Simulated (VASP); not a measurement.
A run of VASP 6.6.1 is set up as follows.

File INCAR:

```
ALGO = Normal
EDIFF = 1E-6
EDIFFG = -0.04
ENCUT = 600
GGA = PE
IBRION = 2
ISIF = 3
ISMEAR = 0
LASPH = True
LCHARG = False
LREAL = False
LWAVE = False
NELM = 100
NSW = 90
PREC = Accurate
SIGMA = 0.1
```

File KPOINTS:

```
k-points
0
Gamma
  6 6 6
```

POSCAR

```
Zr
1.0
    5.4548589792      3.1493643000      1.4271301116
   -5.4548589792      3.1493643000      1.4271301116
    0.0000000000     -6.2987286000      1.4271301116
Zr
6
Direct
    0.5845000000      0.3510000000      0.2465000000
    0.2465000000      0.5845000000      0.3510000000
    0.3510000000      0.2465000000      0.5845000000
    0.4155000000      0.6490000000      0.7535000000
    0.7535000000      0.4155000000      0.6490000000
    0.6490000000      0.7535000000      0.4155000000
```

Potentials or basis: VASP PAW PBE potentials, release 64 (Zr_sv).

Run with:

```bash
$ cat potpaw_PBE.64/Zr_sv/POTCAR > POTCAR
$ mpirun -np 1 vasp_std > vasp.out
```

Predict the band gap on the k mesh.

zero (bands 36 and 37 overlap by 0.68 eV).

What does it give for the relaxed cell?

a = 7.383 Å, b = 7.383 Å, c = 7.383 Å, α = 117.93°, β = 117.93°, γ = 117.93°.

Predict the relaxed volume.

24.78 Å³/atom.

What does it give for the space group after relaxing (to 0.1 Å)?

R-3 (No. 148).

Final structure:
```
Zr
1.0
     6.32567    3.65212    1.07277
    -6.32567    3.65213    1.07277
     0.00000   -7.30425    1.07277
Zr
6
Direct
  0.49300 0.22529 0.07788
  0.07788 0.49300 0.22529
  0.22529 0.07788 0.49300
  0.50700 0.77471 0.92212
  0.92212 0.50700 0.77471
  0.77471 0.92212 0.50700
```
